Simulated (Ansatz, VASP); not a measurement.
# TePt2 in VASP and in Ansatz

```
Te Pt
1.0
     3.96860    0.00000    0.00000
     0.00000    3.99041    0.00000
     0.00000    0.00000    9.07586
Te Pt
2 4
Direct
  0.25000 0.00000 0.69095
  0.75000 0.00000 0.30905
  0.75000 0.00000 0.88852
  0.25000 0.50000 0.87717
  0.25000 0.00000 0.11148
  0.75000 0.50000 0.12283
```

Alike in both runs: functional PBE; k mesh 4 × 4 × 2; occupations gaussian, width 0.2 eV; no spin polarisation.

Ansatz relaxed the structure, and its values are those at the end. VASP's run is a single point on that final structure, the one shown.

|  | VASP | Ansatz |
| --- | --- | --- |
| version | VASP 6.6.1 | Ansatz 0.2.0 |
| potentials or method | VASP PAW PBE potentials, release 64 (Te, Pt), cutoff 520 eV | scalar-relativistic, plane waves, PAW |
| valence electrons in the cell | 52 | 104 |

|  | VASP | Ansatz | Ansatz less VASP |
| --- | --- | --- | --- |
| gap on the k mesh at the Fermi level (eV) | none | none | - |
| pressure (GPa) | 0.1 | 0.4 | +0.25 |
| rms of the force components (eV/Å) | 0.010 | 0.012 | +0.0018 |

A gap of «none» marks a metal or a gap that the smearing closes. VASP's potentials hold 52 valence electrons a cell and Ansatz's 104, so a difference there can come from the potentials and not from the codes.

The k mesh is coarse, so the values compare programs but aren't converged. Spin-orbit coupling is off throughout.
